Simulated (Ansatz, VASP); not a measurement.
# One calculation of BaTiO3, two programs

INCAR

```
PREC = Accurate ; ENCUT = 600
EDIFF = 1E-7 ; ISMEAR = -1
SIGMA = 0.05 ; LREAL = False
LASPH = True ; NELM = 80
ALGO = Normal ; ISIF = 3
LWAVE = False ; LCHARG = False
GGA = PE ; IVDW = 12
IBRION = 2 ; NSW = 60
EDIFFG = -0.01
```

Contents of KPOINTS:

```
Automatic mesh
0
Gamma
  7 7 7
```

Contents of POSCAR:

```
BaTiO3
1.0
    2.8273666084      1.6323808724      2.3183934932
   -2.8273666084      1.6323808724      2.3183934932
    0.0000000000     -3.2647617449      2.3183934932
Ba Ti O
1 1 3
Direct
    0.0000000000      0.0000000000      0.0000000000
    0.4845000000      0.4845000000      0.4845000000
    0.5086000000      0.0175000000      0.5086000000
    0.0175000000      0.5086000000      0.5086000000
    0.5086000000      0.5086000000      0.0175000000
```

The input input.yaml:

```yaml
crystal:
  lattice:
    - [2.8273666084, 1.6323808724, 2.3183934932]
    - [-2.8273666084, 1.6323808724, 2.3183934932]
    - [0.0, -3.2647617449, 2.3183934932]
  atoms:
    - { symbol: Ba, position: [0.0, 0.0, 0.0] }
    - { symbol: Ti, position: [0.4845, 0.4845, 0.4845] }
    - { symbol: O, position: [0.5086, 0.0175, 0.5086] }
    - { symbol: O, position: [0.0175, 0.5086, 0.5086] }
    - { symbol: O, position: [0.5086, 0.5086, 0.0175] }
hamiltonian:
  xc: pbe
  pseudopotentials: { kind: paw }
  dispersion: d3bj
kpoints:
  mp_grid: { grid: [7, 7, 7] }
scf:
  occupations: { method: fermi_dirac, width: 0.05 }
output:
  forces: true
  stress: true
  eigenvalues: true
relax:
  f_tol: 0.01
  max_steps: 40
  cell: { stress_tol: 0.05 }
```

Alike in both runs: task relaxation of cell and atoms; functional PBE; dispersion D3(BJ); k mesh 7 × 7 × 7; occupations fermi-dirac, width 0.05 eV; no spin polarisation.

|  | VASP | Ansatz |
| --- | --- | --- |
| version | VASP 6.6.1 | Ansatz 0.2.0 |
| potentials or method | VASP PAW PBE potentials, release 64 (Ba_sv, Ti_sv, O) | Ansatz PAW |
| plane-wave cutoff (eV) | 600 | 420 |
| valence electrons in the cell | 40 | 40 |

VASP gave:

- gap on the k mesh at the Fermi level, each at its own relaxed structure (eV): 2.44
- relaxed volume (Å³/atom): 13.11
- relaxed length of the cell vector where the two differ most in proportion (Å): 4.032

Q: Which values does Ansatz return?

A: gap on the k mesh at the Fermi level, each at its own relaxed structure (eV): 2.50; relaxed volume (Å³/atom): 12.97; relaxed length of the cell vector where the two differ most in proportion (Å): 4.018.

Neither program's run includes spin-orbit coupling. Noted on Ansatz's run: odd divisions of the mesh miss points on the zone boundary, where band edges often lie, so the gap on the mesh can be too wide; the plane-wave basis is chosen anew once the cell has moved, so the energies of steps on either side of that aren't comparable.
